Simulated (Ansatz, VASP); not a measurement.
Two plane-wave programs on SnTe

```xyz
2
Lattice="0.0000 3.1509 3.1509 3.1509 0.0000 3.1509 3.1509 3.1509 0.0000" Properties=species:S:1:pos:R:3 pbc="T T T"
Te    3.1509    3.1509    3.1509
Sn    0.0000    0.0000    0.0000
```

Alike in both runs: functional RPBE; k mesh 7 × 7 × 7; occupations fermi-dirac, width 0.1 eV; non-collinear spin, spin-orbit coupling.

|  | VASP | Ansatz |
| --- | --- | --- |
| version | VASP 6.6.1 | Ansatz 0.2.0 |
| potentials or method | VASP PAW PBE potentials, release 64 (Te, Sn_d) | PseudoDojo standard (PBE files) |
| plane-wave cutoff (eV) | 520 | 1088 |
| valence electrons in the cell | 20 | 30 |
| task | single point | electron localisation function |

|  | VASP | Ansatz | Ansatz less VASP |
| --- | --- | --- | --- |
| pressure (GPa) | 3.6 | 3.6 | -0.06 |

VASP's potentials were made for PBE, not for RPBE. VASP's potentials hold 20 valence electrons a cell and Ansatz's 30, so a difference there can come from the potentials and not from the codes.

Noted on Ansatz's run: the potentials were made for another functional, which shifts forces and pressure.
